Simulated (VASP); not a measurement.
Wanted: the native input for a VASP 6.6.1 run.

```yaml
Task: single point
Functional: PBE
Potentials_or_basis: VASP PAW PBE potentials, release 64 (Fe)
Cutoff: 520 eV
k_mesh: 19 × 19 × 19
Occupations: fermi-dirac, width 0.08 eV
Spin: collinear spin, ferromagnetic start
Starting_moments: "[2.5, 2.5] μB"
Dipole_correction: no
Further_INCAR_settings: ALGO = Normal; EDIFF = 1e-07; NBANDS = 19
```

The structure of Fe lies in POSCAR:

```
Fe
1.0
   -2.0477650978      2.0477650978      1.1166301068
    2.0477650978     -2.0477650978      1.1166301068
    2.0477650978      2.0477650978     -1.1166301068
Fe
2
Direct
   -0.3750000000     -0.1250000000     -0.2500000000
    0.3750000000      0.1250000000      0.2500000000
```

These files were run (other wordings do the same):

INCAR

```
PREC = Accurate
ENCUT = 520
EDIFF = 1E-7
ISMEAR = -1
SIGMA = 0.08
LREAL = F
LASPH = T
NELM = 150
ALGO = Normal
ISIF = 2
LWAVE = F
LCHARG = T
ISPIN = 2
MAGMOM = 2.5 2.5
LORBIT = 11
LMAXMIX = 4
GGA = PE
LELF = T
LVHAR = T
NBANDS = 19
```

KPOINTS

```
regular mesh
0
Gamma
  19 19 19
```

Potentials or basis: VASP PAW PBE potentials, release 64 (Fe).

Launch:

```console
$ cat potpaw_PBE.64/Fe/POTCAR > POTCAR
$ mpirun -np 1 vasp_std > vasp.out
```

Results of the run:

```
Pressure                                              : 72.5 GPa
Net moment                                            : 2.58 μB per cell
Site moments                                          : Fe +1.27 μB
Valence electrons inside the program's atomic spheres : Fe 7.90
```

Wall time 2.2 min on 1 thread of Intel(R) Xeon(R) 6975P-C (Granite Rapids), on a shared host, peak memory 0.37 GiB.
